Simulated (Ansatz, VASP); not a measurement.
WSe2: VASP beside Ansatz

```xyz
6
Lattice="3.2855 0.0000 0.0000 -1.6427 2.8453 0.0000 0.0000 0.0000 24.2386" Properties=species:S:1:pos:R:3 pbc="T T T"
Se    0.0000    1.8969    4.5000
Se    0.0000    1.8969    7.8693
Se   -0.5476    2.8453   11.1793
Se   -0.5476    2.8453   14.5486
W     1.6427    0.9484    6.1847
W     1.0952    1.8969   12.8640
```

Alike in both runs: task single point; functional PBE; dispersion D3(BJ); k mesh 9 × 9 × 1; occupations gaussian, width 0.05 eV; no spin polarisation.

|  | VASP | Ansatz |
| --- | --- | --- |
| version | VASP 6.6.1 | Ansatz 0.2.0 |
| potentials or method | VASP PAW PBE potentials, release 64 (Se, W_sv), cutoff 520 eV | scalar-relativistic, plane waves, PAW |
| valence electrons in the cell | 52 | 92 |

```tsv
	VASP	Ansatz	Ansatz less VASP
gap on the k mesh at the Fermi level (eV)	1.51	1.51	-0.001
least direct gap on the mesh (eV)	1.65	1.65	+0.004
rms of the force components (eV/Å)	0.029	0.030	+0.0007
```

VASP's potentials hold 52 valence electrons a cell and Ansatz's 92, so a difference there can come from the potentials and not from the codes.

Neither program's run includes spin-orbit coupling.
